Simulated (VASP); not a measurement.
Here is a VASP 6.6.1 calculation.

INCAR

```
SYSTEM = HgTe
  PREC = Accurate
  ENCUT = 520
  EDIFF = 1E-7
  ISMEAR = 0
  SIGMA = 0.014
  LREAL = .FALSE.
  LASPH = .TRUE.
  NELM = 60
  ALGO = Normal
  ISIF = 2
  LWAVE = .FALSE.
  LCHARG = .TRUE.
  GGA = PE
  LELF = .TRUE.
  LVHAR = .TRUE.
  NBANDS = 16
```

KPOINTS

```
Automatic mesh
0
G
  7 7 7
  0 0 0
```

POSCAR

```
HgTe
1.0
    0.0000000000      3.1800000000      3.1800000000
    3.1800000000      0.0000000000      3.1800000000
    3.1800000000      3.1800000000      0.0000000000
Hg Te
1 1
Direct
    0.0000000000      0.0000000000      0.0000000000
    0.5000000000      0.5000000000      0.5000000000
```

Potentials or basis: VASP PAW PBE potentials, release 64 (Hg, Te).

Run with:

```console
$ cat potpaw_PBE.64/Hg/POTCAR potpaw_PBE.64/Te/POTCAR > POTCAR
$ mpirun -np 1 vasp_std > vasp.out
```

(1) Estimate the band gap on the k mesh.

(2) Predict the pressure.

Results:

(1) zero (band 9 reaches 3.25 eV, above the bottom of band 10 at 1.34 eV).

(2) -3.7 GPa.

Caveat: spin-orbit coupling is left out, which moves the levels of the heavy elements.
